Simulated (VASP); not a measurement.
# B5N6 in VASP: single point with PBE+D3(BJ)

Aim: the single point of B5N6 with PBE+D3(BJ).

All numbers are computed with VASP 6.6.1; they aren't measurements. Logs are shortened: lines on timing, memory, paths and dates and some standing lists are left out, and cuts for length are marked.

## Step 1: The cell of the first run

The cell holds a slab with vacuum, 11 atoms: a = 2.506 Å, b = 2.506 Å, c = 32.234 Å, α = 90.00°, β = 90.00°, γ = 120.00°.

## Step 2: Single point, PBE+D3(BJ), collinear spin

File INCAR:

```
SYSTEM = B5N6
  ALGO = Normal
  DIPOL = 0.5 0.5 0.492
  EDIFF = 1E-6
  ENCUT = 520
  GGA = PE
  IDIPOL = 3
  ISIF = 2
  ISMEAR = 0
  ISPIN = 2
  IVDW = 12
  LASPH = .True.
  LCHARG = .False.
  LDIPOL = .True.
  LORBIT = 11
  LREAL = .False.
  LWAVE = .False.
  MAGMOM = 0 0 0 0 0 0 0 0 0 0 3
  NBANDS = 38
  NELM = 150
  PREC = Accurate
  SIGMA = 0.05
```

File KPOINTS:

```
k-points
0
Gamma
  12 12 1
  0 0 0
```

File POSCAR:

```
B5N6
1.0
    2.5064381480      0.0000000000      0.0000000000
   -1.2532190740      2.1706391092      0.0000000000
    0.0000000000      0.0000000000     32.2336921101
B N
5 6
Direct
    0.6666666667      0.3333333333      0.2636992366
    0.3333333333      0.6666666667      0.3663378985
    0.6666666667      0.3333333333      0.4691784660
    0.3333333333      0.6666666667      0.5719551693
    0.6666666667      0.3333333333      0.6794045084
    0.3333333333      0.6666666667      0.2636992366
    0.6666666667      0.3333333333      0.3663378985
    0.3333333333      0.6666666667      0.4691771972
    0.6666666667      0.3333333333      0.5719620975
    0.3333333333      0.6666666667      0.6684413132
    0.3333333333      0.6666666667      0.7178052451
```

Potentials or basis: VASP PAW PBE potentials, release 64 (B, N).

The run is started by

```
> cat potpaw_PBE.64/B/POTCAR potpaw_PBE.64/N/POTCAR > POTCAR
> mpirun -np 1 vasp_std > vasp.out
```

OUTCAR:

```text
SYSTEM = B5N6
   EDIFF = 1E-6
   ENCUT = 520
   GGA = PE
   ISIF = 2
   ISMEAR = 0
   ISPIN = 2
   IVDW = 12
   LASPH = .True.
   LORBIT = 11
   LREAL = .False.
   NELM = 150
   PREC = Accurate
 IVDW          = 12

 ion  position               nearest neighbor table
   1  0.667  0.333  0.264-   6 1.45   6 1.45   6 1.45
   2  0.333  0.667  0.366-   7 1.45   7 1.45   7 1.45
   3  0.667  0.333  0.469-   8 1.45   8 1.45   8 1.45
   4  0.333  0.667  0.572-   9 1.45   9 1.45   9 1.45
   5  0.667  0.333  0.679-  10 1.49  10 1.49  10 1.49  11 1.90  11 1.90  11 1.90
   6  0.333  0.667  0.264-   1 1.45   1 1.45   1 1.45
   7  0.667  0.333  0.366-   2 1.45   2 1.45   2 1.45
   8  0.333  0.667  0.469-   3 1.45   3 1.45   3 1.45
   9  0.667  0.333  0.572-   4 1.45   4 1.45   4 1.45
  10  0.333  0.667  0.668-   5 1.49   5 1.49   5 1.49  11 1.59
  11  0.333  0.667  0.718-  10 1.59   5 1.90   5 1.90   5 1.90

  LATTYP: Found a hexagonal cell.
 ALAT       =     2.5064381480
 C/A-ratio  =    12.8603580886

  Lattice vectors:

 A1 = (   2.5064381480,   0.0000000000,   0.0000000000)
 A2 = (  -1.2532190740,   2.1706391092,   0.0000000000)
 A3 = (   0.0000000000,   0.0000000000,  32.2336921101)

Analysis of symmetry for initial positions (statically):
=====================================================================
 Subroutine PRICEL returns:
 Original cell was already a primitive cell.

 Routine SETGRP: Setting up the symmetry group for a
 hexagonal supercell.

 Subroutine GETGRP returns: Found  6 space group operations
 (whereof  6 operations were pure point group operations)
 out of a pool of 24 trial point group operations.

The static configuration has the point symmetry C_3v.

Analysis of symmetry for dynamics (positions and initial velocities):
=====================================================================
 Subroutine PRICEL returns:
 Original cell was already a primitive cell.

 Routine SETGRP: Setting up the symmetry group for a
 hexagonal supercell.

 Subroutine GETGRP returns: Found  6 space group operations
 (whereof  6 operations were pure point group operations)
 out of a pool of 24 trial point group operations.

The dynamic configuration has the point symmetry C_3v.

Analysis of structural, dynamic, and magnetic symmetry:
=====================================================================
 Subroutine PRICEL returns:
 Original cell was already a primitive cell.
[... 183 lines left out ...]
  band No.  band energies     occupation
      1     -22.8522      1.00000
      2     -19.6826      1.00000
      3     -19.6062      1.00000
      4     -19.5120      1.00000
      5     -19.4392      1.00000
      6     -14.8508      1.00000
[... 692 lines left out ...]
     33      11.3484      0.00000
     34      11.3871      0.00000
 Fermi energy:         0.9718020504

 spin component 2

 k-point     1 :       0.0000    0.0000    0.0000
  band No.  band energies     occupation
      1     -22.7558      1.00000
      2     -19.6826      1.00000
      3     -19.6062      1.00000
      4     -19.5120      1.00000
      5     -19.4392      1.00000
      6     -14.5942      1.00000
[... 692 lines left out ...]
     33      11.3600      0.00000
     34      11.3876      0.00000
 [bands above 34 left out]

------------------------ aborting loop because EDIFF is reached ----------------------------------------

 vacuum level on the upper side and lower side of the slab       (xc-potential included)         1.073        -1.392

 Edisp (eV)   -1.42711

 E8    (eV) :    -0.4226

  FORCE on cell =-STRESS in cart. coord.  units (eV):
  Direction    XX          YY          ZZ          XY          YZ          ZX
  --------------------------------------------------------------------------------------
  -------------------------------------------------------------------------------------
  Total       3.29797     3.29797     0.03950     0.00000     0.00000     0.00000
  in kB      30.13022    30.13022     0.36088     0.00000     0.00000     0.00000
  external pressure =       20.21 kB  Pullay stress =        0.00 kB

 VOLUME and BASIS-vectors are now :
 -----------------------------------------------------------------------------
  energy-cutoff  :      520.00
  volume of cell :      175.37
      direct lattice vectors                 reciprocal lattice vectors
     2.506438148  0.000000000  0.000000000     0.398972542  0.230346905  0.000000000
    -1.253219074  2.170639109  0.000000000     0.000000000  0.460693809  0.000000000
     0.000000000  0.000000000 32.233692110     0.000000000  0.000000000  0.031023440

 POSITION                                       TOTAL-FORCE (eV/Angst)
 -----------------------------------------------------------------------------------
      1.25322      0.72355      8.50000         0.000000     -0.000000      0.020839
     -0.00000      1.44709     11.80842         0.000000      0.000000      0.004320
      1.25322      0.72355     15.12335        -0.000000      0.000000     -0.000511
     -0.00000      1.44709     18.43623         0.000000     -0.000000      0.000921
      1.25322      0.72355     21.89972         0.000000     -0.000000     -0.031720
     -0.00000      1.44709      8.50000        -0.000000     -0.000000     -0.029183
      1.25322      0.72355     11.80842        -0.000000     -0.000000      0.003993
     -0.00000      1.44709     15.12331         0.000000     -0.000000      0.000346
      1.25322      0.72355     18.43645         0.000000     -0.000000     -0.000844
     -0.00000      1.44709     21.54633        -0.000000     -0.000000     -0.061552
     -0.00000      1.44709     23.13751         0.000000     -0.000000      0.093391
 -----------------------------------------------------------------------------------
    total drift:                                0.000000     -0.000000      0.000091

  FREE ENERGIE OF THE ION-ELECTRON SYSTEM (eV)
  ---------------------------------------------------
  free  energy   TOTEN  =       -92.1281855859 eV

  energy  without entropy=      -92.1276555516  energy(sigma->0) =      -92.12792057

 vacuum level on the upper side and lower side of the slab         6.348         3.833

 total charge

# of ion       s       p       d       tot
------------------------------------------
    1        0.743   1.423   0.000   2.166
    2        0.743   1.422   0.000   2.165
    3        0.743   1.422   0.000   2.165
    4        0.743   1.423   0.000   2.166
    5        0.663   1.379   0.000   2.042
    6        1.225   2.794   0.000   4.019
    7        1.225   2.796   0.000   4.021
    8        1.225   2.796   0.000   4.021
    9        1.225   2.795   0.000   4.020
   10        1.261   2.692   0.000   3.952
   11        1.390   2.106   0.000   3.496
--------------------------------------------------
tot         11.188  23.047   0.000  34.234

 magnetization (x)

# of ion       s       p       d       tot
------------------------------------------
    1        0.000  -0.000   0.000   0.000
    2        0.000   0.000   0.000   0.000
    3        0.000  -0.000   0.000  -0.000
    4       -0.000  -0.000   0.000  -0.000
    5       -0.003  -0.008   0.000  -0.011
    6        0.000  -0.000   0.000   0.000
    7       -0.000  -0.000   0.000  -0.000
    8       -0.000  -0.000   0.000  -0.000
    9       -0.000  -0.000   0.000  -0.000
   10        0.001   0.020   0.000   0.020
   11        0.006   0.228   0.000   0.235
--------------------------------------------------
tot          0.004   0.240   0.000   0.244
```

OSZICAR:

```text
N       E                     dE             d eps       ncg     rms          rms(c)
DAV:   1     0.287749331207E+03    0.28775E+03   -0.20689E+04  2912   0.102E+03
DAV:   2    -0.678718704079E+02   -0.35562E+03   -0.33332E+03  3822   0.263E+02
DAV:   3    -0.966114224419E+02   -0.28740E+02   -0.28298E+02  3696   0.763E+01
[... 24 lines left out ...]
DAV:  28    -0.907010636910E+02   -0.11894E-04   -0.29726E-07  2612   0.752E-03    0.596E-04
DAV:  29    -0.907010693926E+02   -0.57016E-05   -0.26880E-07  2758   0.567E-03    0.421E-04
DAV:  30    -0.907010725517E+02   -0.31591E-05   -0.14722E-07  2856   0.438E-03    0.334E-04
DAV:  31    -0.907010735781E+02   -0.10264E-05   -0.11583E-07  2726   0.263E-03    0.361E-04
DAV:  32    -0.907010738391E+02   -0.26100E-06   -0.46314E-08  2642   0.110E-03
   1 F= -.92128186E+02 E0= -.92127921E+02  d E =-.530034E-03  mag=     0.3092
```

Run time: 15 min. Hardware: 1 thread of AMD EPYC 9755, shared host; peak memory 0.46 GiB.

What came out:

```
Free energy                                           : -92.1282 eV
Largest force                                         : 0.093 eV/Å
Net moment                                            : 0.31 μB per cell
Site moments                                          : B +0.00, -0.00, -0.01 (each value once); N +0.00, -0.00, +0.02, +0.23 (each value once) μB
Valence electrons inside the program's atomic spheres : B 2.17, 2.04 (each value once); N 4.02, 3.95, 3.50 (each value once)
Dispersion energy per atom                            : -0.130 eV
```

Forces in eV/Å, atoms in the order of the input:
```
B    0.000  0.000  0.021
B    0.000  0.000  0.004
B    0.000  0.000 -0.001
B    0.000  0.000  0.001
B    0.000  0.000 -0.032
N    0.000  0.000 -0.029
N    0.000  0.000  0.004
N    0.000  0.000  0.000
N    0.000  0.000 -0.001
N    0.000  0.000 -0.062
N    0.000  0.000  0.093
```

Levels at points of the mesh, in eV from the Fermi level:
Spin up:
| k point | band 19 | band 20 | band 21 | band 22 | band 23 | band 24 | band 25 | band 26 | band 27 | band 28 |
| --- | --- | --- | --- | --- | --- | --- | --- | --- | --- | --- |
| (0.00, 0.00, 0.00) | -4.20 | -4.20 | -4.20 | 1.05 | 1.05 | 1.39 | 2.11 | 3.10 | 3.75 | 4.53 |
| (0.50, 0.00, 0.00) | -4.23 | -3.95 | -3.63 | -3.40 | -0.24 | 1.42 | 1.65 | 2.06 | 2.53 | 3.59 |
Spin down:
```
           k point  band 19  band 20  band 21  band 22  band 23  band 24  band 25  band 26
(0.00, 0.00, 0.00)    -4.20    -4.20    -4.20     1.49     1.66     1.66     2.11     3.10
(0.50, 0.00, 0.00)    -4.23    -3.95    -3.63    -3.40     0.33     1.43     1.65     2.07
```
